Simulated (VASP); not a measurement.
A run of VASP 6.6.1 is set up as follows.

File INCAR:

```
SYSTEM = Mo
ALGO = Normal
EDIFF = 1E-6
ENCUT = 520
GGA = PS
ISIF = 2
ISMEAR = 0
LASPH = .True.
LCHARG = .False.
LREAL = .False.
LWAVE = .False.
NBANDS = 13
NELM = 60
PREC = Accurate
SIGMA = 0.1
```

File KPOINTS:

```
k-points
0
Gamma
  15 15 15
  0 0 0
```

File POSCAR:

```
Mo
1.0
   -1.5691504802      1.5691504802      1.5691504802
    1.5691504802     -1.5691504802      1.5691504802
    1.5691504802      1.5691504802     -1.5691504802
Mo
1
Direct
    0.0000000000      0.0000000000      0.0000000000
```

Potentials or basis: VASP PAW PBE potentials, release 64 (Mo_sv).

Run with:

```console
$ cat potpaw_PBE.64/Mo_sv/POTCAR > POTCAR
$ mpirun -np 1 vasp_std > vasp.out
```

(1) What does it give for the pressure?

(2) Estimate the band gap on the k mesh.

## Answers

(1) -1.5 GPa.

(2) zero (band 7 reaches 16.42 eV, above the bottom of band 8 at 11.26 eV).

Caveat: the PAW data sets were made with another functional, which shifts forces and pressure a little.
